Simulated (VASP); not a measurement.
Set up this calculation in VASP 6.6.1, as the native input.

| Item | Value |
| --- | --- |
| Task | relaxation of cell and atoms |
| Functional | PBE |
| Potentials or basis | VASP PAW PBE potentials, release 64 (Cd, F) |
| Cutoff | 600 eV |
| k mesh | 6 × 6 × 2 |
| Occupations | gaussian, width 0.1 eV |
| Spin | no spin polarisation |
| Dipole correction | no |
| Further INCAR settings | ALGO = Normal; EDIFF = 1e-07; IBRION = 2; EDIFFG = -0.04; NSW = 90; ISIF = 3 |

The structure of Cd3F lies in POSCAR:

```
Cd3F
1.0
    3.4428443700      0.0000000000      0.0000000000
    0.0000000000      3.4428443700      0.0000000000
    0.0000000000      0.0000000000      8.9760332300
Cd F
3 1
Direct
    0.5000000000      0.5000000000      0.7642198200
    0.0000000000      0.0000000000      0.5000000000
    0.5000000000      0.5000000000      0.2357801800
    0.0000000000      0.0000000000      0.0000000000
```

The cell was generated, and may not be a known phase.

These files were run (other wordings do the same):

INCAR

```
PREC     = Accurate       # precision mode
ENCUT    = 600            # plane-wave cutoff, eV
EDIFF    = 1E-7           # SCF threshold, eV
ISMEAR   = 0              # smearing method
SIGMA    = 0.1            # smearing width, eV
LREAL    = F              # projectors in reciprocal space
LASPH    = T              # aspherical terms in the spheres
NELM     = 80             # most SCF steps
ALGO     = Normal         # electronic algorithm
ISIF     = 3              # what is computed and relaxed
LWAVE    = F              # write WAVECAR
LCHARG   = F              # write CHGCAR
GGA      = PE             # functional
IBRION   = 2              # ionic algorithm
NSW      = 90             # ionic steps
EDIFFG   = -0.04          # ionic threshold
```

KPOINTS

```
Automatic mesh
0
Gamma
  6 6 2
```

Potentials or basis: VASP PAW PBE potentials, release 64 (Cd, F).

Launch:

```bash
$ cat potpaw_PBE.64/Cd/POTCAR potpaw_PBE.64/F/POTCAR > POTCAR
$ mpirun -np 1 vasp_std > vasp.out
```

It gave:

- Relaxed volume: 19.71 Å³/atom
- Relaxed cell: a = 3.155 Å, b = 3.155 Å, c = 7.923 Å, α = 90.00°, β = 90.00°, γ = 90.00°
- Space group after relaxing (to 0.1 Å): P4/mmm (No. 123)
- Energy gained by relaxing: 231.6 meV/atom
- Ionic steps: 15
- Pressure after relaxing: 0.0 GPa
- Largest force after relaxing: 0.032 eV/Å
- Band gap on the k mesh: zero (an odd number of electrons rules out a gap without spin polarisation)

Caveat: the volume moved by over 15 % at a fixed basis, so the end points are rough.

Wall time 16 min on 1 thread of Oxide Virtual Turin-like Processor (shared host), peak memory 0.23 GiB.
